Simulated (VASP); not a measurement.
# ZrC (rocksalt type) (Fm-3m) in VASP: notebook, part 2 of 2

VASP 6.6.1.

## (5) Electric field gradients, PBE (volume scaled by 1.03)

Input file INCAR:

```
SYSTEM = ZrC
PREC = Accurate ; ENCUT = 520
EDIFF = 1E-8 ; ISMEAR = -1
SIGMA = 0.05 ; LREAL = .FALSE.
LASPH = .TRUE. ; NELM = 80
ALGO = Normal ; ISIF = 2
LWAVE = .FALSE. ; LCHARG = .FALSE.
GGA = PE ; LEFG = .TRUE.
NBANDS = 15
```

Input file KPOINTS:

```
regular mesh
0
G
  14 14 14
  0 0 0
```

Input file POSCAR:

```
ZrC
1.0
    0.0000000000      2.3776205186      2.3776205186
    2.3776205186      0.0000000000      2.3776205186
    2.3776205186      2.3776205186      0.0000000000
Zr C
1 1
Direct
    0.0000000000      0.0000000000      0.0000000000
    0.5000000000      0.5000000000      0.5000000000
```

Potentials or basis: VASP PAW PBE potentials, release 64 (Zr_sv, C).

Command:

```sh
$ cat potpaw_PBE.64/Zr_sv/POTCAR potpaw_PBE.64/C/POTCAR > POTCAR
$ mpirun -np 1 vasp_std > vasp.out
```

OUTCAR:

```text
SYSTEM = ZrC
   PREC = Accurate
   ENCUT = 520
   EDIFF = 1E-8
   ISMEAR = -1
   LREAL = .FALSE.
   LASPH = .TRUE.
   NELM = 80
   ISIF = 2
   GGA = PE

 ion  position               nearest neighbor table
   1  0.000  0.000  0.000-   2 2.38   2 2.38   2 2.38   2 2.38   2 2.38   2 2.38
   2  0.500  0.500  0.500-   1 2.38   1 2.38   1 2.38   1 2.38   1 2.38   1 2.38

  LATTYP: Found a face centered cubic cell.
 ALAT       =     4.7552410372

  Lattice vectors:

 A1 = (   0.0000000000,   2.3776205186,   2.3776205186)
 A2 = (   2.3776205186,   0.0000000000,   2.3776205186)
 A3 = (   2.3776205186,   2.3776205186,   0.0000000000)

Analysis of symmetry for initial positions (statically):
=====================================================================
 Subroutine PRICEL returns:
 Original cell was already a primitive cell.

 Routine SETGRP: Setting up the symmetry group for a
 face centered cubic supercell.

 Subroutine GETGRP returns: Found 48 space group operations
 (whereof 48 operations were pure point group operations)
 out of a pool of 48 trial point group operations.

The static configuration has the point symmetry O_h .

Analysis of symmetry for dynamics (positions and initial velocities):
=====================================================================
 Subroutine PRICEL returns:
 Original cell was already a primitive cell.

 Routine SETGRP: Setting up the symmetry group for a
 face centered cubic supercell.

 Subroutine GETGRP returns: Found 48 space group operations
 (whereof 48 operations were pure point group operations)
 out of a pool of 48 trial point group operations.

The dynamic configuration has the point symmetry O_h .

 Subroutine INISYM returns: Found 48 space group operations
 (whereof 48 operations are pure point group operations),
 and found     1 'primitive' translations

----------------------------------------------------------------------------------------

                                     Primitive cell

  volume of cell :      26.8818

  direct lattice vectors                    reciprocal lattice vectors
     0.000000000  2.377620519  2.377620519    -0.210294282  0.210294282  0.210294282
     2.377620519  0.000000000  2.377620519     0.210294282 -0.210294282  0.210294282
     2.377620519  2.377620519  0.000000000     0.210294282  0.210294282 -0.210294282

  length of vectors
     3.362463184  3.362463184  3.362463184     0.364240381  0.364240381  0.364240381

  position of ions in fractional coordinates (direct lattice)
     0.000000000  0.000000000  0.000000000
     0.500000000  0.500000000  0.500000000

  ion indices of the primitive-cell ions
   primitive index   ion index
                 1           1
                 2           2

----------------------------------------------------------------------------------------

 KPOINTS: regular mesh

Automatic generation of k-mesh.
 Grid dimensions read from file:
 generate k-points for:   14   14   14

 Generating k-lattice:

  Cartesian coordinates                     Fractional coordinates (reciprocal lattice)
[... 75 lines left out ...]
   ISMEAR =    -1;   SIGMA  =   0.05  broadening in eV -4-tet -1-fermi 0-gaus
   EFERMI_NEDOS =   21; number of points for ismear=-14 and -15
   IALGO  =     38    algorithm
   IMIX   =      4    mixing-type and parameters
     AMIX     =   0.40;   BMIX     =  1.00
     AMIX_MAG =   1.60;   BMIX_MAG =  1.00
  volume/ion in A,a.u.               =      13.44        90.70
  Fermi-wavevector in a.u.,A,eV,Ry     =   1.377090  2.602323 25.801769  1.896377
  Thomas-Fermi vector in A             =   2.502275
   LORBIT       =      0    0 simple, 1 ext, 2 COOP (PROOUT), +10 PAW based schemes
   GGA     = PE    functional components
   LHFCALC =     F    Hartree Fock is set to
   AEXX    =    0.0000 exact exchange contribution
   IVDW    =     0    specifies the selected vdW correction
   LEPSILON=     F    determine dielectric tensor
   LRPA    =     F    only Hartree local field effects (RPA)
 non-spin polarized calculation
  energy-cutoff  :      520.00
  volume of cell :       26.88
 maximum number of plane-waves:       742
 NGX is ok and might be reduce to    28
   NGX = 13   NGY = 13   NGZ = 13

 number of electron      16.0000000 magnetization

 Free energy of the ion-electron system (eV)
  ---------------------------------------------------
  ext. energy  EPLUGINS =         0.00000000
  ---------------------------------------------------
  free energy    TOTEN  =       -19.44929308 eV

  energy without entropy =      -19.44681755  energy(sigma->0) =      -19.44805532

 E-fermi :   9.2181     XC(G=0): -11.9624

 val. band max:        9.1682466969   @ k =   0.4286   0.4286   0.0000
 cond. band min:       9.2276939960   @ k =   0.3571   0.2857   0.0000
 fundamental gap:      0.0594472991
 Fermi energy:         9.2180572451

 k-point     1 :       0.0000    0.0000    0.0000
  band No.  band energies     occupation
      1     -39.0242      2.00000
      2     -16.7554      2.00000
      3     -16.7554      2.00000
      4     -16.7554      2.00000
      5      -1.9646      2.00000
      6      10.1433      0.00000
      7      10.1433      0.00000
      8      10.1433      0.00000
      9      10.2972      0.00000
     10      10.2972      0.00000
     11      10.2972      0.00000
     12      11.9286      0.00000
     13      11.9286      0.00000
     14      16.1336      0.00000
[... 401 lines left out ...]
      2     -17.1295      2.00000
      3     -16.8459      2.00000
      4     -16.8335      2.00000
      5      -0.7192      2.00000
      6       6.1433      2.00000
      7       7.6868      2.00000
      8       8.1639      2.00000
      9      10.1852      0.00000
     10      12.5970      0.00000
     11      13.0572      0.00000
     12      14.3451      0.00000
     13      15.9619      0.00000
     14      19.1113      0.00000
     15      22.5837      0.00000

 [... further k-points ...]
[... 5 lines left out ...]
  --------------------------------------------------------------------------------------
  -------------------------------------------------------------------------------------
  Total       -0.9995807     -0.9995807     -0.9995807      0.0000000      0.0000000     -0.0000000
  in kB      -59.5759305    -59.5759305    -59.5759305      0.0000000      0.0000000     -0.0000000
  external PRESSURE =     -59.5759305 kB  Pullay stress =       0.0000000 kB

 VOLUME and BASIS-vectors are now :
 -----------------------------------------------------------------------------
  energy-cutoff  :      520.00
  volume of cell :       26.88
      direct lattice vectors                 reciprocal lattice vectors
     0.000000000  2.377620519  2.377620519    -0.210294282  0.210294282  0.210294282
     2.377620519  0.000000000  2.377620519     0.210294282 -0.210294282  0.210294282
     2.377620519  2.377620519  0.000000000     0.210294282  0.210294282 -0.210294282

 POSITION                                       TOTAL-FORCE (eV/Angst)
 -----------------------------------------------------------------------------------
      0.00000      0.00000      0.00000         0.000000     -0.000000     -0.000000
      2.37762      2.37762      2.37762         0.000000      0.000000      0.000000
 -----------------------------------------------------------------------------------
    total drift:                                0.000000      0.000000      0.000000

  FREE ENERGIE OF THE ION-ELECTRON SYSTEM (eV)
  ---------------------------------------------------
  free  energy   TOTEN  =       -19.4492930769 eV

  energy  without entropy=      -19.4468175536  energy(sigma->0) =      -19.44805532

 Electric field gradients (V/A^2)
---------------------------------------------------------------------
 ion       V_xx      V_yy      V_zz      V_xy      V_xz      V_yz
---------------------------------------------------------------------
   1      -0.000    -0.000     0.000    -0.000    -0.000    -0.000
   2      -0.000    -0.000    -0.000    -0.000    -0.000    -0.000
---------------------------------------------------------------------

 Electric field gradients after diagonalization (V/A^2)
 (convention: |V_zz| > |V_xx| > |V_yy|)
----------------------------------------------------------------------
 ion       V_xx      V_yy      V_zz     asymmetry (V_yy - V_xx)/ V_zz
----------------------------------------------------------------------
   1       0.000     0.000    -0.000       0.000
   2       0.000     0.000    -0.000       0.000
----------------------------------------------------------------------

           NMR quadrupolar parameters

 Cq : quadrupolar parameter    Cq=e*Q*V_zz/h
 eta: asymmetry parameters     (V_yy - V_xx)/ V_zz
 Q  : nuclear electric quadrupole moment in mb (millibarn)
----------------------------------------------------------------------
 ion       Cq(MHz)       eta       Q (mb)
----------------------------------------------------------------------
   1      -0.000       0.000       1.000
   2      -0.000       0.000       1.000
----------------------------------------------------------------------
```

stdout:

```text
POSCAR found type information on POSCAR ZrC
 POSCAR found :  2 types and       2 ions
 scaLAPACK will be used
 LDA part: xc-table for (Slater+PW92), standard interpolation
 POSCAR, INCAR and KPOINTS ok, starting setup
 FFT: planning ... GRIDC
 FFT: planning ... GRID_SOFT
 FFT: planning ... GRID
 WAVECAR not read
 entering main loop
ion   1

ion   2
```

Run time: 35 s. Hardware: 1 thread of Intel Xeon 6975P-C (Granite Rapids), shared host; peak memory 0.18 GiB.

What came out:

```yaml
Free_energy: -19.4493 eV
Pressure: -6.0 GPa
Band_gap_on_the_k_mesh: zero (band 8 reaches 10.14 eV, above the bottom of band 9 at 8.87 eV)
```

Caveat: without QUAD_EFG the Cq values of the log hold for a quadrupole moment of 1 mb, not for the nuclei.

## (6) Overview

```csv
cell,gap on the mesh (eV),pressure (GPa)
"a = 3.296 Å, angles 60.0°, 2 atoms",none,7.5
"a = 3.329 Å, angles 60.0°, 2 atoms",none,0.3
"a = 3.362 Å, angles 60.0°, 2 atoms",none,-6.0
```

Alike in all rows: task electric field gradients; level PBE; potentials or basis VASP PAW PBE potentials, release 64 (Zr_sv, C); no spin polarisation; k mesh 14 × 14 × 14; cutoff (eV) 520; smearing fermi-dirac 0.05 eV.

Total energies depend on the potentials used, so only differences within one code and one set of settings carry meaning.
